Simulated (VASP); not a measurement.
Write the native input for VASP 6.6.1 that does the following.

* Task: single point
* Functional: LDA
* Potentials or basis: VASP PAW LDA potentials, release 64 (Cu)
* Cutoff: 520 eV
* k mesh: 39 × 39 × 39
* Occupations: methfessel-paxton, width 0.1 eV
* Spin: no spin polarisation
* Dipole correction: no
* Further INCAR settings: ALGO = Normal; EDIFF = 1e-06; NBANDS = 12

The structure of Cu lies in POSCAR:

```
Cu
1.0
    0.0000000000      1.7589818850      1.7589818850
    1.7589818850      0.0000000000      1.7589818850
    1.7589818850      1.7589818850      0.0000000000
Cu
1
Direct
    0.0000000000      0.0000000000      0.0000000000
```

These files were run (other wordings do the same):

INCAR

```
SYSTEM = Cu
PREC = Accurate
ENCUT = 520
EDIFF = 1E-6
ISMEAR = 1
SIGMA = 0.1
LREAL = .False.
LASPH = .True.
NELM = 60
ALGO = Normal
ISIF = 2
LWAVE = .False.
LCHARG = .True.
LELF = .True.
LVHAR = .True.
NBANDS = 12
```

KPOINTS

```
regular mesh
0
Gamma
  39 39 39
  0 0 0
```

Potentials or basis: VASP PAW LDA potentials, release 64 (Cu).

The run is started by

```bash
$ cat potpaw_LDA.64/Cu/POTCAR > POTCAR
$ mpirun -np 1 vasp_std > vasp.out
```

Results of the run:

The pressure is 0.9 GPa. The band gap on the k mesh is zero (an odd number of electrons rules out a gap without spin polarisation).

Run time: 4 min on 1 thread of Intel Xeon 8259CL, with other jobs on the host, peak memory 0.3 GiB.
